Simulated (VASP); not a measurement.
Input of a VASP 6.6.1 run:

The input POSCAR:

```
Sc
1.0
   -1.9172054859      1.9172054859      1.7176030000
    1.9172054859     -1.9172054859      1.7176030000
    1.9172054859      1.9172054859     -1.7176030000
Sc
1
Direct
    0.0000000000      0.0000000000      0.0000000000
```

File INCAR.step1:

```
SYSTEM = Sc
ALGO = Normal
EDIFF = 1E-4
ENCUT = 520
GGA = PE
ISMEAR = -1
LASPH = .True.
LCHARG = .False.
LREAL = .False.
LWAVE = .True.
NBANDS = 12
NELM = 80
PREC = Accurate
SIGMA = 0.05
```

File INCAR.step2:

```
SYSTEM = Sc
ALGO = Normal
EDIFF = 1E-6
ENCUT = 520
ISIF = 2
ISMEAR = -1
ISTART = 1
LASPH = .True.
LCHARG = .False.
LMIXTAU = .True.
LREAL = .False.
LWAVE = .False.
METAGGA = R2SCAN
NBANDS = 12
NELM = 80
PREC = Accurate
SIGMA = 0.05
```

Contents of KPOINTS:

```
k-points
0
Gamma
  6 6 6
  0 0 0
```

Potentials or basis: VASP PAW PBE potentials, release 64 (Sc_sv).

Command:

```console
$ cat potpaw_PBE.64/Sc_sv/POTCAR > POTCAR
$ cp INCAR.step1 INCAR
$ mpirun -np 1 vasp_std > vasp.out
$ cp INCAR.step2 INCAR
$ mpirun -np 1 vasp_std > vasp.out
```

Question: What does it give for the band gap on the k mesh?

Answer: Zero (an odd number of electrons rules out a gap without spin polarisation).

Question: What does it give for the pressure?

Answer: 0.0 GPa.

Stress tensor (GPa, compression positive):
```
-0.87  0.00  0.00
 0.00 -0.87  0.00
 0.00  0.00  1.76
```

Caveat: the k points lie up to 0.41 Å⁻¹ apart, too coarse for converged energies and pressures of a metal; the PAW data sets were made with another functional, which shifts forces and pressure a little.
